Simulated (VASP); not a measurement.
The system is Y3GeBr.

```xyz
5
Lattice="3.7341 2.1559 3.1600 -3.7341 2.1559 3.1600 0.0000 -4.3117 3.1600" Properties=species:S:1:pos:R:3 pbc="T T T"
Y    -1.8365    1.0603    6.3598
Y     0.0000   -2.1206    6.3598
Y     1.8365    1.0603    6.3598
Br    0.0000    0.0000    0.0948
Ge    0.0000    0.0000    5.1138
```

Base run:

| Property | Result |
| --- | --- |
| Program | VASP 6.6.1 |
| Functional | PBE |
| Dispersion | D3(BJ) |
| Potentials or basis | VASP PAW PBE potentials, release 64 (Y_sv, Br, Ge_d) |
| Cutoff | 520 eV |
| k mesh | 4 × 4 × 4 |
| Occupations | fermi-dirac, width 0.1 eV |
| Spin | no spin polarisation |

Its results: band gap on the k mesh zero (band 27 reaches 4.26 eV, above the bottom of band 28 at 2.76 eV); pressure 4.5 GPa; largest force 4.496 eV/Å.

Problem. The run is repeated on the same cell with these changes: dispersion from D3(BJ) to none; further incar settings from ALGO = Normal; EDIFF = 1e-07; NBANDS = 35 to ALGO = Normal; EDIFF = 1e-06; NBANDS = 35. What comes out?

Solution. Band gap on the k mesh zero (band 27 reaches 4.26 eV, above the bottom of band 28 at 2.76 eV); pressure 6.2 GPa; largest force 4.504 eV/Å.

Caveats: forces of over 1 eV/Å act on the atoms, so gaps and moduli don't describe the material at rest; three body term missing (some runs); pairwise dispersion overbinds metals, which lowers pressure and volume (some runs).
